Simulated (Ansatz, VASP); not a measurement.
**Ba: VASP beside Ansatz**

The input POSCAR:

```
Ba
1.0
    0.0000000000      3.9380490797      3.9380490797
    3.9380490797      0.0000000000      3.9380490797
    3.9380490797      3.9380490797      0.0000000000
Ba
2
Direct
    0.1250000000      0.1250000000      0.1250000000
    0.8750000000      0.8750000000      0.8750000000
```

INCAR.step1

```
SYSTEM = Ba
PREC = Accurate
ENCUT = 520
ISMEAR = -1
SIGMA = 0.1
LREAL = .FALSE.
LASPH = .TRUE.
NELM = 100
NBANDS = 17
GGA = PE
ALGO = Normal
EDIFF = 1E-4
LWAVE = .TRUE.
LCHARG = .FALSE.
```

Contents of INCAR.step2:

```
SYSTEM = Ba
PREC = Accurate
ENCUT = 520
EDIFF = 1E-6
ISMEAR = -1
SIGMA = 0.1
LREAL = .FALSE.
LASPH = .TRUE.
NELM = 100
ALGO = Normal
ISIF = 2
LWAVE = .FALSE.
LCHARG = .TRUE.
METAGGA = R2SCAN
LMIXTAU = .TRUE.
LELF = .TRUE.
LVHAR = .TRUE.
NBANDS = 17
ISTART = 1
```

File KPOINTS:

```
regular mesh
0
G
  8 8 8
  0 0 0
```

Input for Ansatz:

```yaml
crystal:
  lattice:
    - [0.0, 3.9380490797, 3.9380490797]
    - [3.9380490797, 0.0, 3.9380490797]
    - [3.9380490797, 3.9380490797, 0.0]
  atoms:
    - { symbol: Ba, position: [0.125, 0.125, 0.125] }
    - { symbol: Ba, position: [0.875, 0.875, 0.875] }
hamiltonian:
  xc: r2scan
  pseudopotentials:
    kind: paw
    azcp:
      Ba: "pseudopotentials/Ba.paw.azcp"
basis:
  ecutwfc: 500
  fft_grid_basis: typed
kpoints:
  mp_grid: { grid: [8, 8, 8], shift: [0, 0, 0] }
magnetization:
  spin_polarized: false
scf:
  occupations: { method: fermi_dirac, width: 0.1 }
  lower_state_search: "off"
output:
  stress: true
  write_density: true
  write_potential: true
  elf: true
  volumetric_format: npy
```

Alike in both runs: task single point; functional r2SCAN; k mesh 8 × 8 × 8; occupations fermi-dirac, width 0.1 eV; no spin polarisation.

|  | VASP | Ansatz |
| --- | --- | --- |
| version | VASP 6.6.1 | Ansatz 0.2.0 |
| potentials or method | VASP PAW PBE potentials, release 64 (Ba_sv), cutoff 520 eV | plane waves (500 eV) with PAW, scalar-relativistic |
| valence electrons in the cell | 20 | 20 |

VASP gave:

```
pressure (GPa) : -0.7
```

Question: Which values does Ansatz return?

Answer: Pressure (GPa): -1.0.

VASP's potentials were made for PBE, not for r2SCAN.

Spin-orbit coupling is off throughout.
